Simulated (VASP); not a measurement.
# AgB2 (P6/mmm) in VASP: notebook

The runs below take AgB2 through single point, with LDA, BLYP, RPBE, r2SCAN.

Everything below comes from runs of VASP 6.6.1. Logs are shortened: lines on timing, memory, paths and dates and some standing lists are left out, and cuts for length are marked.

## Step 1: The cell of the first run

The structure is hexagonal, space group P6/mmm (No. 191). Conventional cell: a = 3.027 Å, b = 3.027 Å, c = 4.064 Å, α = 90.00°, β = 90.00°, γ = 120.00°. Ag (site symmetry 6/mmm) has 12 B at 2.68 Å and 6 Ag at 3.03 Å within 3.5 Å. Within 2.3 Å of B (site symmetry -6m2) lie 3 B at 1.75 Å.

## Step 2: Single point, LDA

File INCAR:

```
ALGO     = Normal         # electronic algorithm
EDIFF    = 1E-6           # SCF threshold, eV
ENCUT    = 520            # plane-wave cutoff, eV
GGA      = CA             # functional
ISIF     = 2              # what is computed and relaxed
ISMEAR   = 1              # smearing method
LASPH    = T              # aspherical terms in the spheres
LCHARG   = F              # write CHGCAR
LREAL    = F              # projectors in reciprocal space
LWAVE    = F              # write WAVECAR
NBANDS   = 16             # bands
NELM     = 100            # most SCF steps
PREC     = Accurate       # precision mode
SIGMA    = 0.1            # smearing width, eV
```

File KPOINTS:

```
k-points
0
Gamma
  10 10 7
```

File POSCAR:

```
AgB2
1.0
    3.0268039300      0.0000000000      0.0000000000
   -1.5134019700      2.6212891000      0.0000000000
    0.0000000000      0.0000000000      4.0639220000
Ag B
1 2
Direct
    0.0000000000      0.0000000000      0.0000000000
    0.3333333285      0.6666666679      0.5000000000
    0.6666666696      0.3333333282      0.5000000000
```

Potentials or basis: VASP PAW LDA potentials, release 64 (Ag, B).

The run is started by

```bash
> cat potpaw_LDA.64/Ag/POTCAR potpaw_LDA.64/B/POTCAR > POTCAR
> mpirun -np 1 vasp_std > vasp.out
```

OUTCAR:

```text
EDIFF = 1E-6
   ENCUT = 520
   GGA = CA
   ISIF = 2
   ISMEAR = 1
   LASPH = T
   LREAL = F
   NELM = 100
   PREC = Accurate

 ion  position               nearest neighbor table
   1  0.000  0.000  0.000-   3 2.68   3 2.68   2 2.68   2 2.68   2 2.68   2 2.68   3 2.68   3 2.68
                             2 2.68   2 2.68   3 2.68   3 2.68
   2  0.333  0.667  0.500-   3 1.75   3 1.75   3 1.75   1 2.68   1 2.68   1 2.68   1 2.68   1 2.68
                             1 2.68
   3  0.667  0.333  0.500-   2 1.75   2 1.75   2 1.75   1 2.68   1 2.68   1 2.68   1 2.68   1 2.68
                             1 2.68

  LATTYP: Found a hexagonal cell.
 ALAT       =     3.0268039300
 C/A-ratio  =     1.3426446159

  Lattice vectors:

 A1 = (   3.0268039300,   0.0000000000,   0.0000000000)
 A2 = (  -1.5134019700,   2.6212891000,   0.0000000000)
 A3 = (   0.0000000000,   0.0000000000,   4.0639220000)

Analysis of symmetry for initial positions (statically):
=====================================================================
 Subroutine PRICEL returns:
 Original cell was already a primitive cell.

 Routine SETGRP: Setting up the symmetry group for a
 hexagonal supercell.

 Subroutine GETGRP returns: Found 24 space group operations
 (whereof 24 operations were pure point group operations)
 out of a pool of 24 trial point group operations.

The static configuration has the point symmetry D_6h.

Analysis of symmetry for dynamics (positions and initial velocities):
=====================================================================
 Subroutine PRICEL returns:
 Original cell was already a primitive cell.

 Routine SETGRP: Setting up the symmetry group for a
 hexagonal supercell.

 Subroutine GETGRP returns: Found 24 space group operations
 (whereof 24 operations were pure point group operations)
 out of a pool of 24 trial point group operations.

The dynamic configuration has the point symmetry D_6h.

 Subroutine INISYM returns: Found 24 space group operations
 (whereof 24 operations are pure point group operations),
 and found     1 'primitive' translations

----------------------------------------------------------------------------------------

                                     Primitive cell

[... 84 lines left out ...]
   ISTART =      0    job   : 0-new  1-cont  2-samecut
   ICHARG =      2    charge: 1-file 2-atom 10-const
   ISPIN  =      1    spin polarized calculation?
   LNONCOLLINEAR =      F non collinear calculations
   LSORBIT =      F    spin-orbit coupling
   LASPH  =      T    aspherical Exc in radial PAW
   ENCUT  =  520.0 eV  38.22 Ry    6.18 a.u.   5.63  5.63  7.56*2*pi/ulx,y,z
   NELM   =    100;   NELMIN=  2; NELMDL= -5     # of ELM steps
   EDIFF  = 0.1E-05   stopping-criterion for ELM
   LREAL  =      F    real-space projection
   EDIFFG = 0.1E-04   stopping-criterion for IOM
   NSW    =      0    number of steps for IOM
   IBRION =     -1    ionic relax: 0-MD 1-quasi-New 2-CG
   NFREE  =      0    steps in history (QN), initial steepest desc. (CG)
   ISIF   =      2    stress and relaxation
   ISYM   =      2    0-nonsym 1-usesym 2-fastsym
   POTIM  = 0.5000    time-step for ionic-motion
   TEBEG  =    0.0;   TEEND  =   0.0 temperature during run
   PSTRESS=    0.0 pullay stress
   NELECT =      17.0000    total number of electrons
   NUPDOWN=      -1.0000    fix difference up-down
   EMIN   =  10.00;   EMAX   =-10.00  energy-range for DOS
   EFERMI =   0.00;   METHOD = LEGACY
   ISMEAR =     1;   SIGMA  =   0.10  broadening in eV -4-tet -1-fermi 0-gaus
   EFERMI_NEDOS =   21; number of points for ismear=-14 and -15
   IALGO  =     38    algorithm
   IMIX   =      4    mixing-type and parameters
     AMIX     =   0.40;   BMIX     =  1.00
     AMIX_MAG =   1.60;   BMIX_MAG =  1.00
  volume/ion in A,a.u.               =      10.75        72.53
  Fermi-wavevector in a.u.,A,eV,Ry     =   1.322542  2.499243 23.798202  1.749118
  Thomas-Fermi vector in A             =   2.452216
   LORBIT       =      0    0 simple, 1 ext, 2 COOP (PROOUT), +10 PAW based schemes
   GGA     = CA    functional components
   LHFCALC =     F    Hartree Fock is set to
   AEXX    =    0.0000 exact exchange contribution
   IVDW    =     0    specifies the selected vdW correction
   LEPSILON=     F    determine dielectric tensor
   LRPA    =     F    only Hartree local field effects (RPA)
 non-spin polarized calculation
 Methfessel and Paxton  Order N= 1 SIGMA  =   0.10
  energy-cutoff  :      520.00
  volume of cell :       32.24
 maximum number of plane-waves:       891
 NGX is ok and might be reduce to    24
   NGX = 11   NGY = 11   NGZ = 15

 number of electron      16.9999997 magnetization

 Free energy of the ion-electron system (eV)
  ---------------------------------------------------
  ext. energy  EPLUGINS =         0.00000000
  ---------------------------------------------------
  free energy    TOTEN  =       -17.01528027 eV

  energy without entropy =      -17.01448463  energy(sigma->0) =      -17.01501506

 E-fermi :   6.9232     XC(G=0): -12.2137

 val. band max:        6.9116732308   @ k =   0.2000   0.0000   0.0000
 cond. band min:       6.9424413219   @ k =   0.1000   0.1000   0.0000
 fundamental gap:      0.0307680911
 Fermi energy:         6.9231961820

 k-point     1 :       0.0000    0.0000    0.0000
  band No.  band energies     occupation
      1      -4.9992      2.00000
      2       1.2448      2.00000
      3       2.1597      2.00000
      4       2.1597      2.00000
      5       3.0832      2.00000
      6       3.0832      2.00000
[... 433 lines left out ...]
      3       1.4385      2.00000
      4       1.6031      2.00000
      5       2.4735      2.00000
      6       3.5246      2.00000
[... 8 lines left out ...]
     15      20.3868      0.00000
     16      22.3536      0.00000

 [... further k-points ...]
[... 5 lines left out ...]
  --------------------------------------------------------------------------------------
  -------------------------------------------------------------------------------------
  Total       -2.0319123     -2.0319123     -1.9468546      0.0000000      0.0000000      0.0000000
  in kB     -100.9650252   -100.9650255    -96.7385414      0.0000002      0.0000000      0.0000000
  external PRESSURE =     -99.5561974 kB  Pullay stress =       0.0000000 kB

 VOLUME and BASIS-vectors are now :
 -----------------------------------------------------------------------------
  energy-cutoff  :      520.00
  volume of cell :       32.24
      direct lattice vectors                 reciprocal lattice vectors
     3.026803930  0.000000000  0.000000000     0.330381493  0.190745844  0.000000000
    -1.513401970  2.621289100  0.000000000     0.000000000  0.381491687  0.000000000
     0.000000000  0.000000000  4.063922000     0.000000000  0.000000000  0.246067715

 POSITION                                       TOTAL-FORCE (eV/Angst)
 -----------------------------------------------------------------------------------
      0.00000      0.00000      0.00000        -0.000000      0.000000      0.000000
     -0.00000      1.74753      2.03196         0.000000      0.000000      0.000000
      1.51340      0.87376      2.03196        -0.000000      0.000000     -0.000000
 -----------------------------------------------------------------------------------
    total drift:                               -0.000000      0.000000     -0.000000

  FREE ENERGIE OF THE ION-ELECTRON SYSTEM (eV)
  ---------------------------------------------------
  free  energy   TOTEN  =       -17.0152802712 eV

  energy  without entropy=      -17.0144846294  energy(sigma->0) =      -17.01501506
```

Wall time 9.9 s (1 thread of Intel Xeon Platinum 8488C (Sapphire Rapids), shared host); peak memory 0.15 GiB.

What came out:

```yaml
Free_energy: -17.0153 eV
Pressure: -10.0 GPa
```

Levels at points of the mesh, in eV from the Fermi level:
| k point | band 4 | band 5 | band 6 | band 7 | band 8 | band 9 | band 10 | band 11 | band 12 | band 13 |
| --- | --- | --- | --- | --- | --- | --- | --- | --- | --- | --- |
| (0.00, 0.00, 0.00) | -4.76 | -3.84 | -3.84 | -3.75 | 1.25 | 1.26 | 1.26 | 7.47 | 7.47 | 9.48 |
| (0.50, 0.00, 0.00) | -5.53 | -4.11 | -3.27 | -2.63 | -1.66 | 2.46 | 2.91 | 3.86 | 5.76 | 7.88 |

## Step 3: Single point, BLYP

File INCAR:

```
SYSTEM = AgB2
PREC = Accurate
ENCUT = 520
EDIFF = 1E-7
ISMEAR = 1
SIGMA = 0.1
LREAL = .False.
LASPH = .True.
NELM = 80
ALGO = Normal
ISIF = 2
LWAVE = .False.
LCHARG = .False.
GGA = B5
ALDAX = 1.0
AGGAX = 1.0
AGGAC = 1.0
ALDAC = 0.0
NBANDS = 16
```

File KPOINTS:

```
regular mesh
0
Gamma
  10 10 7
  0 0 0
```

POSCAR is that of step 2.

Potentials or basis: VASP PAW PBE potentials, release 64 (Ag, B).

The run is started by

```bash
> cat potpaw_PBE.64/Ag/POTCAR potpaw_PBE.64/B/POTCAR > POTCAR
> mpirun -np 1 vasp_std > vasp.out
```

It took 18 s on 1 thread of Intel Xeon Platinum 8488C (Sapphire Rapids), shared host; peak memory 0.16 GiB.

Results (log left out):

```
Free energy : -12.6319 eV
Pressure    : 6.0 GPa
```

Stress tensor (GPa, compression positive):
```
 3.59  0.00  0.00
 0.00  3.59  0.00
 0.00  0.00 10.95
```

Levels at points of the mesh, in eV from the Fermi level:
```
           k point  band 6  band 7  band 8  band 9  band 10  band 11
(0.00, 0.00, 0.00)   -3.85   -3.50    1.17    1.17     1.31     7.65
(0.50, 0.00, 0.00)   -3.32   -2.68   -1.66    2.72     3.02     4.11
```

Caveat: the PAW data sets were made with another functional, which shifts forces and pressure a little.

## Step 4: Single point, RPBE

File INCAR:

```
PREC = Accurate
ENCUT = 520
EDIFF = 1E-7
ISMEAR = 1
SIGMA = 0.1
LREAL = False
LASPH = True
NELM = 60
ALGO = Normal
ISIF = 2
LWAVE = False
LCHARG = False
GGA = RP
NBANDS = 16
```

File KPOINTS:

```
regular mesh
0
Gamma
  10 10 7
```

POSCAR is that of step 3.

The run is started by

```bash
> cat potpaw_PBE.64/Ag/POTCAR potpaw_PBE.64/B/POTCAR > POTCAR
> mpirun -np 1 vasp_std > vasp.out
```

It took 12 s on 1 thread of Intel Xeon Platinum 8488C (Sapphire Rapids), shared host; peak memory 0.16 GiB.

The run converged. Its results:

* Free energy: -13.4746 eV
* Pressure: 3.0 GPa

Stress tensor (GPa, compression positive):
```
2.75 0.00 0.00
0.00 2.75 0.00
0.00 0.00 3.37
```

Levels at points of the mesh, in eV from the Fermi level:
```
           k point  band 6  band 7  band 8  band 9  band 10  band 11
(0.00, 0.00, 0.00)   -3.82   -3.73    1.26    1.26     1.33     7.50
(0.50, 0.00, 0.00)   -3.28   -2.66   -1.67    2.52     2.90     3.99
```

Caveat: the PAW data sets were made with another functional, which shifts forces and pressure a little.

## Step 5: Single point, r2SCAN

POSCAR is that of step 4.

File INCAR.step1:

```
PREC     = Accurate       # precision mode
ENCUT    = 520            # plane-wave cutoff, eV
ISMEAR   = 1              # smearing method
SIGMA    = 0.1            # smearing width, eV
LREAL    = F              # projectors in reciprocal space
LASPH    = T              # aspherical terms in the spheres
NELM     = 80             # most SCF steps
NBANDS   = 16             # bands
GGA      = PE             # functional
ALGO     = Normal         # electronic algorithm
EDIFF    = 1E-4           # SCF threshold, eV
LWAVE    = T              # write WAVECAR
LCHARG   = F              # write CHGCAR
```

File INCAR.step2:

```
PREC     = Accurate       # precision mode
ENCUT    = 520            # plane-wave cutoff, eV
EDIFF    = 1E-6           # SCF threshold, eV
ISMEAR   = 1              # smearing method
SIGMA    = 0.1            # smearing width, eV
LREAL    = F              # projectors in reciprocal space
LASPH    = T              # aspherical terms in the spheres
NELM     = 80             # most SCF steps
ALGO     = Normal         # electronic algorithm
ISIF     = 2              # what is computed and relaxed
LWAVE    = F              # write WAVECAR
LCHARG   = T              # write CHGCAR
METAGGA  = R2SCAN         # meta-GGA
LMIXTAU  = T            
LELF     = T              # ELF
LVHAR    = T            
NBANDS   = 16             # bands
ISTART   = 1
```

KPOINTS is that of step 4.

The run is started by

```bash
> cat potpaw_PBE.64/Ag/POTCAR potpaw_PBE.64/B/POTCAR > POTCAR
> cp INCAR.step1 INCAR
> mpirun -np 1 vasp_std > vasp.out
> cp INCAR.step2 INCAR
> mpirun -np 1 vasp_std > vasp.out
```

Run time: 44 s. Hardware: 1 thread of Intel Xeon Platinum 8488C (Sapphire Rapids), shared host; peak memory 0.17 GiB.

Results (log left out):

* Free energy: -34.4968 eV
* Pressure: -1.5 GPa

Stress tensor (GPa, compression positive):
```
-2.38  0.00  0.00
 0.00 -2.38  0.00
 0.00  0.00  0.35
```

Levels at points of the mesh, in eV from the Fermi level:
| k point | band 5 | band 6 | band 7 | band 8 | band 9 | band 10 | band 11 | band 12 |
| --- | --- | --- | --- | --- | --- | --- | --- | --- |
| (0.00, 0.00, 0.00) | -3.98 | -3.98 | -3.80 | 1.33 | 1.33 | 1.50 | 7.88 | 7.88 |
| (0.50, 0.00, 0.00) | -4.26 | -3.46 | -2.83 | -1.78 | 2.81 | 3.11 | 4.36 | 6.33 |

Caveat: the PAW data sets were made with another functional, which shifts forces and pressure a little.

## Step 6: Summary

```tsv
level	potentials or basis	gap on the mesh (eV)	pressure (GPa)
LDA	VASP PAW LDA potentials, release 64 (Ag, B)	none	-10.0
BLYP	VASP PAW PBE potentials, release 64 (Ag, B)	none	6.0
RPBE	VASP PAW PBE potentials, release 64 (Ag, B)	none	3.0
r2SCAN	VASP PAW PBE potentials, release 64 (Ag, B)	none	-1.5
```

Alike in all rows: task single point; no spin polarisation; cell as given; k mesh 10 × 10 × 7; cutoff (eV) 520; smearing methfessel-paxton 0.1 eV.

Caveats: the PAW data sets were made with another functional, which shifts forces and pressure a little (some runs).

Absolute energies hang on the potentials; compare differences alone.
